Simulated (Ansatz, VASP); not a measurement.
# Two plane-wave programs on CO2

```
CELL_PARAMETERS angstrom
3.19492 0.00000 0.00000
0.00000 3.19492 0.00000
0.00000 0.00000 6.92909
ATOMIC_POSITIONS crystal
C 0.00000 0.50000 0.87617
C 0.50000 0.00000 0.12383
O 0.00000 0.00000 0.00000
O 0.50000 0.50000 0.00000
O 0.00000 0.50000 0.70833
O 0.50000 0.00000 0.29167
```

Alike in both runs: functional PBE; k mesh 12 × 12 × 6; occupations gaussian, width 0.1 eV; no spin polarisation.

Ansatz relaxed the structure, and its values are those at the end. VASP's run is a single point on that final structure, the one shown.

|  | VASP | Ansatz |
| --- | --- | --- |
| version | VASP 6.6.1 | Ansatz 0.2.0 |
| potentials or method | VASP PAW PBE potentials, release 64 (C, O), cutoff 520 eV | scalar-relativistic, plane waves, PAW |
| valence electrons in the cell | 32 | 32 |

```csv
,VASP,Ansatz,Ansatz less VASP
gap on the k mesh at the Fermi level (eV),none,none,-
pressure (GPa),1.2,0.0,-1.22
rms of the force components (eV/Å),0.373,0.001,-0.3721
```

A gap of «none» marks a metal or a gap that the smearing closes. The functional is the same, so the differences come from potentials, cutoffs and numerics.

Noted on VASP's run: the standard files for N, O and F lose accuracy on very short bonds.
